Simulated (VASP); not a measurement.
Input of a VASP 6.6.1 run:

Contents of INCAR:

```
SYSTEM = Li3ScPb2
  PREC = Accurate
  ENCUT = 520
  EDIFF = 1E-6
  ISMEAR = 0
  SIGMA = 0.1
  LREAL = .False.
  LASPH = .True.
  NELM = 80
  ALGO = Normal
  ISIF = 2
  LWAVE = .False.
  LCHARG = .False.
  GGA = PE
  NBANDS = 33
```

The input KPOINTS:

```
Automatic mesh
0
Gamma
  3 3 6
  0 0 0
```

POSCAR

```
Li3ScPb2
1.0
    5.7415186298      0.0000000027      0.0000000000
   -2.8707593173      4.9723009884      0.0000000000
    0.0000000000      0.0000000000      4.6802967253
Li Sc Pb
3 1 2
Direct
    0.5000000000      0.5000000000      0.5000000000
    0.5000000000      0.0000000000      0.5000000000
    0.0000000000      0.5000000000      0.5000000000
    0.0000000000      0.0000000000      0.0000000000
    0.6666666667      0.3333333333      0.0000000000
    0.3333333333      0.6666666667      0.0000000000
```

Potentials or basis: VASP PAW PBE potentials, release 64 (Li_sv, Sc_sv, Pb_d).

Command:

```console
$ cat potpaw_PBE.64/Li_sv/POTCAR potpaw_PBE.64/Sc_sv/POTCAR potpaw_PBE.64/Pb_d/POTCAR > POTCAR
$ mpirun -np 1 vasp_std > vasp.out
```

Estimate the band gap on the k mesh.

zero (bands 24 and 25 overlap by 0.58 eV).

Caveat: the k points lie up to 0.42 Å⁻¹ apart, too coarse for converged energies and pressures of a metal; spin-orbit coupling is left out, which moves the levels of the heavy elements.
